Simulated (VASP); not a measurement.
Set up this calculation in VASP 6.6.1, as the native input.

- Task: single point
- Functional: PBE
- Potentials or basis: VASP PAW PBE potentials, release 64 (Si, Ni)
- Cutoff: 520 eV
- k mesh: 14 × 14 × 14
- Occupations: gaussian, width 0.1 eV
- Spin: no spin polarisation
- Dipole correction: no
- Further INCAR settings: ALGO = Normal; EDIFF = 1e-06; NBANDS = 16

The structure of Si2Ni lies in POSCAR:

```
Si2Ni
1.0
    0.0000000000      2.7030000000      2.7030000000
    2.7030000000      0.0000000000      2.7030000000
    2.7030000000      2.7030000000      0.0000000000
Si Ni
2 1
Direct
    0.2500000000      0.2500000000      0.2500000000
    0.7500000000      0.7500000000      0.7500000000
    0.0000000000      0.0000000000      0.0000000000
```

One way to write it, as run:

INCAR

```
SYSTEM = Si2Ni
PREC     = Accurate       ! precision mode
ENCUT    = 520            ! plane-wave cutoff, eV
EDIFF    = 1E-6           ! SCF threshold, eV
ISMEAR   = 0              ! smearing method
SIGMA    = 0.1            ! smearing width, eV
LREAL    = .False.        ! projectors in reciprocal space
LASPH    = .True.         ! aspherical terms in the spheres
NELM     = 60             ! most SCF steps
ALGO     = Normal         ! electronic algorithm
ISIF     = 2              ! what is computed and relaxed
LWAVE    = .False.        ! write WAVECAR
LCHARG   = .False.        ! write CHGCAR
GGA      = PE             ! functional
NBANDS   = 16             ! bands
```

KPOINTS

```
regular mesh
0
Gamma
  14 14 14
  0 0 0
```

Potentials or basis: VASP PAW PBE potentials, release 64 (Si, Ni).

Command:

```console
$ cat potpaw_PBE.64/Si/POTCAR potpaw_PBE.64/Ni/POTCAR > POTCAR
$ mpirun -np 1 vasp_std > vasp.out
```

It gave:

| Property | Result |
| --- | --- |
| Pressure | 3.3 GPa |
| Band gap on the k mesh | zero (band 9 reaches 12.16 eV, above the bottom of band 10 at 10.04 eV) |

It took 26 s on 1 thread of Intel(R) Xeon(R) 6975P-C (Granite Rapids), on a shared host, peak memory 0.2 GiB.
